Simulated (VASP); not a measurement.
# Al14CN16 (a cell with a defect) (C_Al-V_Al) in VASP: a series of runs

Runs on Al14CN16 (a cell with a defect) (C_Al-V_Al). Level: PBE. Tasks: single point.

Program: VASP 6.6.1. These are calculated values, not measurements. Logs are shortened: lines on timing, memory, paths and dates and some standing lists are left out, and cuts for length are marked.

## (1) The cell of the first run

The cell holds a defect, 31 atoms: a = 6.260 Å, b = 6.260 Å, c = 10.035 Å, α = 90.00°, β = 90.00°, γ = 120.00°.

## (2) Single point, PBE, collinear spin

Contents of INCAR:

```
PREC = Accurate
ENCUT = 520
EDIFF = 1E-7
ISMEAR = 0
SIGMA = 0.01
LREAL = Auto
LASPH = T
NELM = 150
ALGO = Normal
ISIF = 2
LWAVE = F
LCHARG = T
ISPIN = 2
MAGMOM = 0.34 0.32 0.19 0.02 0.2 0.39 0.04 0.02 0 0.39 0.03 0.02 0 0.01 0.01 0 0 0 0 0 0 0 0 0.01 0 0 0 0 0 0 0
LORBIT = 11
NUPDOWN = 3.0
GGA = PE
LELF = T
LVHAR = T
NBANDS = 88
NELECT = 127.0
```

Contents of KPOINTS:

```
Automatic mesh
0
Gamma
  1 1 1
  0.25 0.25 0.25
```

Contents of POSCAR:

```
Al14CN16
1.0
    6.2595139102      0.0000000601      0.0000000000
   -3.1297570100      5.4208980298      0.0000000000
    0.0000000000      0.0000000000     10.0348065900
C N Al
1 16 14
Direct
    0.3705376783      0.1313952784      0.2606026131
    0.3634416250      0.1390228932      0.4067264463
    0.1380884795      0.3629551253      0.1803942758
    0.3268324712      0.1746615264      0.9399646705
    0.1639012739      0.3384027926      0.7014672342
    0.3519528389      0.6916128685      0.4398194745
    0.2091300704      0.8772540838      0.1983831630
    0.3332830131      0.6803985999      0.9384106744
    0.1667323196      0.8405998336      0.6873026588
    0.8061725659      0.1478217690      0.4393505253
    0.6240912492      0.2938563914      0.1980255845
    0.8212772173      0.1684356886      0.9383942442
    0.6616904086      0.3354902956      0.6873339127
    0.8363285077      0.6663491324      0.4390437953
    0.6722689900      0.8289878376      0.1883226425
    0.8343461736      0.6674518462      0.9469487044
    0.6689999010      0.8329424132      0.6945153969
    0.3273724907      0.1746359792      0.7483373090
    0.1588808708      0.3426771887      0.9978146080
    0.3403107300      0.6650871227      0.2551253219
    0.1682268346      0.8300247561      0.4974772425
    0.3303637536      0.6693888596      0.7465037727
    0.1753692985      0.8479549930      1.0051561583
    0.8352243888      0.1612217715      0.2547975890
    0.6716862377      0.3345170625      0.4976011102
    0.8326964251      0.1716657431      0.7464318524
    0.6536883675      0.3265666196      1.0050254068
    0.8351632241      0.6671878069      0.2523124129
    0.6703578725      0.8303068798      0.5051614526
    0.8339941048      0.6682701913      0.7531153219
    0.6652112848      0.8365965259      0.9998432560
```

Potentials or basis: VASP PAW PBE potentials, release 64 (C, N, Al).

Command:

```console
$ cat potpaw_PBE.64/C/POTCAR potpaw_PBE.64/N/POTCAR potpaw_PBE.64/Al/POTCAR > POTCAR
$ mpirun -np 1 vasp_std > vasp.out
```

OUTCAR:

```text
PREC = Accurate
   ENCUT = 520
   EDIFF = 1E-7
   ISMEAR = 0
   LREAL = Auto
   LASPH = T
   NELM = 150
   ISIF = 2
   ISPIN = 2
   LORBIT = 11
   NUPDOWN = 3.0
   GGA = PE
   NELECT = 127.0

 ion  position               nearest neighbor table
   1  0.371  0.131  0.261-   2 1.47  11 1.53   7 1.53
   2  0.363  0.139  0.407-   1 1.47  25 1.92  21 1.92
   3  0.138  0.363  0.180-  20 1.83  24 1.83  19 1.85
   4  0.327  0.175  0.940-  23 1.89  27 1.89  19 1.91  18 1.92
   5  0.164  0.338  0.701-  18 1.84  22 1.85  26 1.85
   6  0.352  0.692  0.440-  21 1.85  29 1.85  20 1.86
   7  0.209  0.877  0.198-   1 1.53  23 1.95  20 1.96  28 2.10
   8  0.333  0.680  0.938-  23 1.89  31 1.90  19 1.93  22 1.93
   9  0.167  0.841  0.687-  21 1.91  22 1.91  18 1.91  30 1.92
  10  0.806  0.148  0.439-  25 1.84  29 1.85  24 1.86
  11  0.624  0.294  0.198-   1 1.53  27 1.95  24 1.96  28 2.10
  12  0.821  0.168  0.938-  27 1.89  31 1.90  19 1.93  26 1.93
  13  0.662  0.335  0.687-  25 1.91  26 1.91  18 1.91  30 1.92
  14  0.836  0.666  0.439-  28 1.87  21 1.89  25 1.89  29 1.91
  15  0.672  0.829  0.188-  28 1.87  31 1.89  20 1.92  24 1.92
  16  0.834  0.667  0.947-  31 1.91  27 1.94  23 1.94  30 1.95
  17  0.669  0.833  0.695-  30 1.88  29 1.90  22 1.91  26 1.91
[... 6 lines left out ...]
  21  0.168  0.830  0.497-   6 1.85  14 1.89   9 1.91   2 1.92  20 3.04  22 3.05  28 3.05  25 3.10
                            29 3.12  18 3.14  30 3.14  29 3.14  25 3.15
  22  0.330  0.669  0.747-   5 1.85  17 1.91   9 1.91   8 1.93  29 3.04  21 3.05  19 3.08  18 3.09
                            30 3.10  26 3.12  31 3.12  26 3.14  30 3.16  23 3.16  18 3.17
  23  0.175  0.848  0.005-   8 1.89   4 1.89  16 1.94   7 1.95  27 2.99  28 3.09  31 3.10  19 3.11
                            18 3.13  30 3.13  20 3.14  19 3.15  31 3.16  22 3.16  27 3.26
  24  0.835  0.161  0.255-   3 1.83  10 1.86  15 1.92  11 1.96  25 3.04  29 3.09  28 3.09  20 3.10
                            31 3.11  19 3.12  27 3.13  20 3.16  28 3.17
  25  0.672  0.335  0.498-  10 1.84  14 1.89  13 1.91   2 1.92  24 3.04  28 3.05  26 3.05  21 3.10
                            29 3.11  18 3.13  30 3.14  29 3.15  21 3.15
  26  0.833  0.172  0.746-   5 1.85  17 1.91  13 1.91  12 1.93  29 3.05  25 3.05  19 3.08  18 3.09
                            30 3.11  22 3.12  31 3.13  22 3.14  30 3.16  27 3.16  18 3.17
  27  0.654  0.327  0.005-  12 1.89   4 1.89  16 1.94  11 1.95  23 2.99  28 3.09  31 3.10  19 3.11
                            18 3.13  24 3.13  30 3.13  19 3.15  31 3.16  26 3.16  23 3.26
  28  0.835  0.667  0.252-  15 1.87  14 1.87  11 2.10   7 2.10  25 3.05  21 3.05  20 3.09  23 3.09
                            24 3.09  27 3.09  29 3.10  31 3.13  24 3.17  20 3.17
  29  0.670  0.830  0.505-  10 1.85   6 1.85  17 1.90  14 1.91  22 3.04  26 3.05  30 3.05  20 3.08
                            24 3.09  28 3.10  25 3.11  21 3.12  21 3.14  25 3.15
  30  0.834  0.668  0.753-  17 1.88   9 1.92  13 1.92  16 1.95  29 3.05  31 3.08  22 3.10  26 3.11
                            18 3.13  18 3.13  23 3.13  27 3.13  25 3.14  21 3.14  26 3.16  22 3.16
  31  0.665  0.837  1.000-  15 1.89  12 1.90   8 1.90  16 1.91  30 3.08  23 3.10  27 3.10  24 3.11
                            20 3.11  22 3.12  26 3.13  19 3.13  28 3.13  19 3.13  27 3.16  23 3.16

  LATTYP: Found a hexagonal cell.
 ALAT       =     6.2595139102
 C/A-ratio  =     1.6031287308

  Lattice vectors:

 A1 = (   6.2595139102,   0.0000000601,   0.0000000000)
 A2 = (  -3.1297570100,   5.4208980298,   0.0000000000)
 A3 = (   0.0000000000,   0.0000000000,  10.0348065900)

Analysis of symmetry for initial positions (statically):
=====================================================================
 Subroutine PRICEL returns:
 Original cell was already a primitive cell.

 Routine SETGRP: Setting up the symmetry group for a
 hexagonal supercell.

 Subroutine GETGRP returns: Found  1 space group operations
 (whereof  1 operations were pure point group operations)
 out of a pool of 24 trial point group operations.

The static configuration has the point symmetry C_1 .

Analysis of symmetry for dynamics (positions and initial velocities):
=====================================================================
 Subroutine PRICEL returns:
 Original cell was already a primitive cell.

 Routine SETGRP: Setting up the symmetry group for a
 hexagonal supercell.

 Subroutine GETGRP returns: Found  1 space group operations
 (whereof  1 operations were pure point group operations)
 out of a pool of 24 trial point group operations.

[... 142 lines left out ...]
   NGXF,Y,Z  is equivalent  to a cutoff of  25.50, 25.50, 26.51 a.u.
 SYSTEM =  unknown system
   PREC   = accura    normal or accurate (medium, high low for compatibility)
   ISTART =      0    job   : 0-new  1-cont  2-samecut
   ICHARG =      2    charge: 1-file 2-atom 10-const
   ISPIN  =      2    spin polarized calculation?
   LNONCOLLINEAR =      F non collinear calculations
   LSORBIT =      F    spin-orbit coupling
   LASPH  =      T    aspherical Exc in radial PAW
   ENCUT  =  520.0 eV  38.22 Ry    6.18 a.u.  11.64 11.64 18.66*2*pi/ulx,y,z
   NELM   =    150;   NELMIN=  2; NELMDL= -5     # of ELM steps
   EDIFF  = 0.1E-06   stopping-criterion for ELM
   LREAL  =      T    real-space projection
   EDIFFG = 0.1E-05   stopping-criterion for IOM
   NSW    =      0    number of steps for IOM
   IBRION =     -1    ionic relax: 0-MD 1-quasi-New 2-CG
   NFREE  =      0    steps in history (QN), initial steepest desc. (CG)
   ISIF   =      2    stress and relaxation
   ISYM   =      2    0-nonsym 1-usesym 2-fastsym
   POTIM  = 0.5000    time-step for ionic-motion
   TEBEG  =    0.0;   TEEND  =   0.0 temperature during run
   PSTRESS=    0.0 pullay stress
   NELECT =     127.0000    total number of electrons
   NUPDOWN=       3.0000    fix difference up-down
   EMIN   =  10.00;   EMAX   =-10.00  energy-range for DOS
   EFERMI =   0.00;   METHOD = LEGACY
   ISMEAR =     0;   SIGMA  =   0.01  broadening in eV -4-tet -1-fermi 0-gaus
   EFERMI_NEDOS =   21; number of points for ismear=-14 and -15
   IALGO  =     38    algorithm
   IMIX   =      4    mixing-type and parameters
     AMIX     =   0.40;   BMIX     =  1.00
     AMIX_MAG =   1.60;   BMIX_MAG =  1.00
  volume/ion in A,a.u.               =      10.98        74.12
  Fermi-wavevector in a.u.,A,eV,Ry     =   1.178426  2.226903 18.894257  1.388689
  Thomas-Fermi vector in A             =   2.314755
   LORBIT       =     11    0 simple, 1 ext, 2 COOP (PROOUT), +10 PAW based schemes
   GGA     = PE    functional components
   LHFCALC =     F    Hartree Fock is set to
   AEXX    =    0.0000 exact exchange contribution
   IVDW    =     0    specifies the selected vdW correction
   LEPSILON=     F    determine dielectric tensor
   LRPA    =     F    only Hartree local field effects (RPA)
 spin polarized calculation
 Gauss-broadening in eV      SIGMA  =   0.01
  energy-cutoff  :      520.00
  volume of cell :      340.50
 maximum number of plane-waves:      9148
 NGX is ok and might be reduce to    48
   NGX = 23   NGY = 23   NGZ = 37

 number of electron     127.0000003 magnetization       2.9999858

 Free energy of the ion-electron system (eV)
  ---------------------------------------------------
  ext. energy  EPLUGINS =         0.00000000
  ---------------------------------------------------
  free energy    TOTEN  =      -220.88582832 eV

  energy without entropy =     -220.88582832  energy(sigma->0) =     -220.88582832

 E-fermi :   5.6465     XC(G=0): -10.6110

 val. band max:        8.3548091690   @ k =   0.5000   0.2500   0.2500
 cond. band min:       6.1552784894   @ k =   0.2500   0.5000   0.2500
 fundamental gap:     -2.1995306795
 Fermi energy:         8.3996822938

 spin component 1

 k-point     1 :       0.2500    0.2500    0.2500
  band No.  band energies     occupation
      1     -11.4332      1.00000
      2      -9.3984      1.00000
      3      -9.1169      1.00000
      4      -8.7769      1.00000
      5      -8.7163      1.00000
      6      -8.6202      1.00000
[... 457 lines left out ...]
     74      11.8902      0.00000
     75      12.0448      0.00000
 Fermi energy:         5.6464623773

 spin component 2

 k-point     1 :       0.2500    0.2500    0.2500
  band No.  band energies     occupation
      1     -11.0614      1.00000
      2      -9.3440      1.00000
      3      -9.0363      1.00000
      4      -8.7211      1.00000
      5      -8.6100      1.00000
      6      -8.4817      1.00000
[... 457 lines left out ...]
     74      11.9548      0.00000
     75      12.1600      0.00000
 [bands above 75 left out]

------------------------ aborting loop because EDIFF is reached ----------------------------------------

  FORCE on cell =-STRESS in cart. coord.  units (eV):
  Direction    XX          YY          ZZ          XY          YZ          ZX
  --------------------------------------------------------------------------------------
  -------------------------------------------------------------------------------------
  Total        6.7098226     -0.5895904      9.2354194     -6.3091867      0.0080503      0.2224962
  in kB       31.5719032     -2.7742153     43.4556601    -29.6867808      0.0378795      1.0469172
  external PRESSURE =      24.0844493 kB  Pullay stress =       0.0000000 kB

 VOLUME and BASIS-vectors are now :
 -----------------------------------------------------------------------------
  energy-cutoff  :      520.00
  volume of cell :      340.50
      direct lattice vectors                 reciprocal lattice vectors
     6.259513910  0.000000060  0.000000000     0.159756813  0.092235641  0.000000000
    -3.129757010  5.420898030  0.000000000    -0.000000002  0.184471279  0.000000000
     0.000000000  0.000000000 10.034806590     0.000000000  0.000000000  0.099653141

 POSITION                                       TOTAL-FORCE (eV/Angst)
 -----------------------------------------------------------------------------------
      1.90815      0.71228      2.61510         0.316505     -0.184432      0.113958
      1.83986      0.75363      4.08142         0.079686     -0.082502     -0.017246
     -0.27159      1.96754      1.81022        -0.290978      0.150263      0.091356
      1.49916      0.94682      9.43236         0.129618     -0.070208     -0.047813
     -0.03318      1.83445      7.03909        -0.206137      0.102405     -0.011633
      0.03847      3.74916      4.41350         0.068362     -0.080669     -0.071433
[... 23 lines left out ...]
      3.12887      3.62262      7.55737         0.142696     -0.081860      0.016293
      1.54556      4.53510     10.03323        -0.109054      0.048361      0.018132
 -----------------------------------------------------------------------------------
    total drift:                                0.017026      0.000121      0.005527

  FREE ENERGIE OF THE ION-ELECTRON SYSTEM (eV)
  ---------------------------------------------------
  free  energy   TOTEN  =      -220.8858283192 eV

  energy  without entropy=     -220.8858283192  energy(sigma->0) =     -220.88582832

 total charge

# of ion       s       p       d       tot
------------------------------------------
    1        0.799   1.515   0.000   2.314
    2        1.242   2.518   0.000   3.760
    3        1.245   2.560   0.000   3.806
    4        1.231   2.617   0.000   3.848
    5        1.247   2.542   0.000   3.790
    6        1.259   2.513   0.000   3.772
[... 23 lines left out ...]
   30        0.374   0.424   0.000   0.799
   31        0.378   0.436   0.000   0.813
--------------------------------------------------
tot         25.851  48.879   0.000  74.730

 magnetization (x)

# of ion       s       p       d       tot
------------------------------------------
    1        0.054   0.350   0.000   0.405
    2        0.013   0.324   0.000   0.337
    3        0.010   0.151   0.000   0.161
    4        0.001   0.013   0.000   0.014
    5        0.009   0.166   0.000   0.175
    6        0.012   0.355   0.000   0.367
[... 23 lines left out ...]
   30        0.000   0.001   0.000   0.001
   31       -0.000   0.000   0.000   0.000
--------------------------------------------------
tot          0.121   1.821   0.000   1.942
```

It took 8.2 min on 1 thread of Intel Xeon 6975P-C (Granite Rapids), shared host; peak memory 0.69 GiB.

What came out:

| Item | Value |
| --- | --- |
| Free energy | -220.8858 eV |
| Largest force | 0.384 eV/Å |
| Net moment | 3.00 μB per cell |
| Site moments | C +0.41; N +0.34, +0.16, +0.01, +0.17, +0.37, +0.03, +0.02, -0.00, +0.00; Al -0.00, +0.00, +0.01, -0.01 μB |
| Valence electrons inside the program's atomic spheres | C 2.31; N 3.76, 3.81, 3.85, 3.79, 3.77, 3.78, 3.84, 3.86; Al 0.82, 0.81, 0.83, 0.80, 0.76 |

Forces in eV/Å, atoms in the order of the input:
```
C    0.317 -0.184  0.114
N    0.080 -0.083 -0.017
N   -0.291  0.150  0.091
N    0.130 -0.070 -0.048
N   -0.206  0.102 -0.012
N    0.068 -0.081 -0.071
N   -0.235  0.030  0.006
N    0.171 -0.136  0.023
N   -0.141  0.046  0.065
N    0.162  0.029 -0.077
N   -0.086  0.149  0.033
N    0.195 -0.075  0.018
N   -0.129  0.101  0.073
N    0.080 -0.070  0.053
N   -0.097  0.071  0.089
N    0.182 -0.096 -0.075
N   -0.154  0.094 -0.143
Al   0.144 -0.078  0.028
Al  -0.096  0.059 -0.015
Al   0.084 -0.024 -0.117
Al  -0.116  0.290 -0.061
Al   0.093 -0.053  0.022
Al  -0.147  0.045  0.068
Al   0.072 -0.059 -0.119
Al  -0.292 -0.048 -0.065
Al   0.099 -0.054  0.017
Al  -0.117  0.097  0.060
Al   0.096 -0.058 -0.117
Al   0.101 -0.062  0.146
Al   0.143 -0.082  0.016
Al  -0.109  0.048  0.018
```

Caveat: the k points lie up to 1.16 Å⁻¹ apart; the cell carries a net charge on a neutralising background, which shifts energy and pressure; the cell is charged against a uniform background, so pressure and absolute levels hang on convention; the moment is held away from its start; the total moment is fixed, so each spin has its own Fermi level.

## (3) Single point, PBE, collinear spin

Contents of INCAR:

```
SYSTEM = Al14CN16
  PREC = Accurate
  ENCUT = 520
  EDIFF = 1E-6
  ISMEAR = 0
  SIGMA = 0.01
  LREAL = Auto
  LASPH = .TRUE.
  NELM = 150
  ALGO = Normal
  ISIF = 2
  LWAVE = .FALSE.
  LCHARG = .FALSE.
  ISPIN = 2
  MAGMOM = 0 0.01 0.01 0.01 0.21 0.25 0.01 0.01 0 0.24 0 0.01 0 0.01 0 0 0 0 0 0 0 0 0 0 0 0 0 0 0 0 0
  LORBIT = 11
  NUPDOWN = 1.0
  GGA = PE
  NELECT = 127.0
  NBANDS = 88
```

KPOINTS is that of step 2.

Contents of POSCAR:

```
Al14CN16
1.0
    6.2595139128      0.0000000578      0.0000000000
   -3.1297570064      5.4208980350      0.0000000000
    0.0000000000      0.0000000000     10.0348065929
C N Al
1 16 14
Direct
    0.3820590877      0.1184474868      0.2681373472
    0.3611467859      0.1395706895      0.3971626186
    0.1338197546      0.3661381491      0.1784936322
    0.3237135400      0.1755402055      0.9388632874
    0.1619912390      0.3380394387      0.7015805375
    0.3545820366      0.6899725264      0.4406235235
    0.2110800534      0.8875947992      0.1987671726
    0.3318603058      0.6816423146      0.9367591993
    0.1662993504      0.8412885684      0.6849532496
    0.8099750841      0.1455241639      0.4404535057
    0.6122765286      0.2894014106      0.1986357126
    0.8177346464      0.1674855932      0.9368571072
    0.6590006694      0.3338559532      0.6850035909
    0.8364276776      0.6642018235      0.4382074379
    0.6711434219      0.8288023962      0.1871803041
    0.8331194295      0.6661966131      0.9473325265
    0.6685711909      0.8316372849      0.6943655677
    0.3256057596      0.1744495321      0.7471288133
    0.1547838612      0.3447261784      0.9974717366
    0.3398339657      0.6594803699      0.2576328163
    0.1691706108      0.8269411916      0.4946475194
    0.3298961843      0.6695650167      0.7444269386
    0.1756411529      0.8495815813      1.0035788130
    0.8401765754      0.1602791793      0.2574714013
    0.6738046175      0.3313666093      0.4946787514
    0.8304845210      0.1701854574      0.7445214215
    0.6497428245      0.3239457014      1.0034996641
    0.8326352761      0.6676730463      0.2531916045
    0.6705414139      0.8299106414      0.5044181884
    0.8331428361      0.6670079357      0.7515604953
    0.6633090999      0.8362833788      0.9985174954
```

Potentials or basis: VASP PAW PBE potentials, release 64 (C, N, Al).

Command:

```console
$ cat potpaw_PBE.64/C/POTCAR potpaw_PBE.64/N/POTCAR potpaw_PBE.64/Al/POTCAR > POTCAR
$ mpirun -np 1 vasp_std > vasp.out
```

Wall time 7 min (1 thread of Intel Xeon 6975P-C (Granite Rapids), shared host); peak memory 0.7 GiB.

It converged, with:

```
Free energy                                           : -223.7191 eV
Largest force                                         : 0.329 eV/Å
Net moment                                            : 1.00 μB per cell
Site moments                                          : C -0.00; N +0.01, +0.14, +0.25, -0.00, +0.00; Al -0.00, +0.00, -0.01 μB
Valence electrons inside the program's atomic spheres : C 2.43; N 3.89, 3.83, 3.85, 3.80, 3.79, 3.84, 3.87, 3.81, 3.86; Al 0.82, 0.81, 0.80, 0.76, 0.84, 0.79
```

Forces on the atoms (eV/Å):
```
C   -0.026 -0.009 -0.252
N    0.106 -0.072  0.303
N   -0.226  0.123  0.189
N    0.157 -0.082  0.048
N   -0.206  0.119  0.007
N    0.028 -0.146 -0.169
N   -0.241 -0.194 -0.012
N    0.176 -0.079  0.129
N   -0.136  0.043  0.041
N    0.151  0.061 -0.171
N    0.074  0.299 -0.010
N    0.155 -0.085  0.123
N   -0.120  0.097  0.036
N    0.094 -0.065  0.002
N   -0.019  0.014  0.153
N    0.209 -0.104  0.037
N   -0.155  0.085 -0.183
Al  -0.026  0.016  0.010
Al  -0.092  0.054 -0.207
Al   0.063 -0.025 -0.152
Al  -0.135  0.188  0.051
Al   0.084 -0.240  0.024
Al  -0.098  0.079  0.007
Al   0.072 -0.046 -0.155
Al  -0.246  0.031  0.056
Al   0.255  0.042  0.028
Al  -0.107  0.041  0.005
Al   0.105 -0.056 -0.088
Al   0.101 -0.072  0.230
Al   0.156 -0.091 -0.015
Al  -0.152  0.075 -0.063
```

Caveat: the k points lie up to 1.16 Å⁻¹ apart; the cell carries a net charge on a neutralising background, which shifts energy and pressure; the cell is charged against a uniform background, so pressure and absolute levels hang on convention; the total moment is fixed, so each spin has its own Fermi level.

[end of part 1 of 2]
